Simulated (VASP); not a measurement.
A run of VASP 6.6.1 is set up as follows.

POSCAR

```
AgCl
1.0
    3.4339730000      0.0000000000      0.0000000000
    0.0000000000      3.5026524600      0.0000000000
    0.0000000000      0.0000000000      3.4339730000
Ag Cl
1 1
Direct
    0.0000000000      0.0000000000      0.0000000000
    0.5000000000      0.5000000000      0.5000000000
```

File INCAR.step1:

```
SYSTEM = AgCl
ALGO = Normal
EDIFF = 1E-4
ENCUT = 520
GGA = PE
ISMEAR = 0
LASPH = .TRUE.
LCHARG = .FALSE.
LREAL = .FALSE.
LWAVE = .TRUE.
NBANDS = 16
NELM = 100
PREC = Accurate
SIGMA = 0.05
```

File INCAR.step2:

```
SYSTEM = AgCl
ALGO = Normal
EDIFF = 1E-6
ENCUT = 520
ISIF = 2
ISMEAR = 0
ISTART = 1
LASPH = .TRUE.
LCHARG = .FALSE.
LMIXTAU = .TRUE.
LREAL = .FALSE.
LWAVE = .FALSE.
METAGGA = R2SCAN
NBANDS = 16
NELM = 100
PREC = Accurate
SIGMA = 0.05
```

The input KPOINTS:

```
k-points
0
G
  8 8 8
  0 0 0
```

Potentials or basis: VASP PAW PBE potentials, release 64 (Ag, Cl).

Run with:

```sh
$ cat potpaw_PBE.64/Ag/POTCAR potpaw_PBE.64/Cl/POTCAR > POTCAR
$ cp INCAR.step1 INCAR
$ mpirun -np 1 vasp_std > vasp.out
$ cp INCAR.step2 INCAR
$ mpirun -np 1 vasp_std > vasp.out
```

What does it give for the band gap on the k mesh?

1.14 eV (least direct gap 2.58 eV).

Estimate the pressure.

-2.8 GPa.

Stress tensor (GPa, compression positive):
```
-2.43  0.00  0.00
 0.00 -3.47  0.00
 0.00  0.00 -2.43
```

Caveat: the cell differs from its parent crystal (strain +0.0200 x Voigt [0, 1, 0, 0, 0, 0]); the PAW data sets were made with another functional, which shifts forces and pressure a little. A k mesh can miss the band edges.
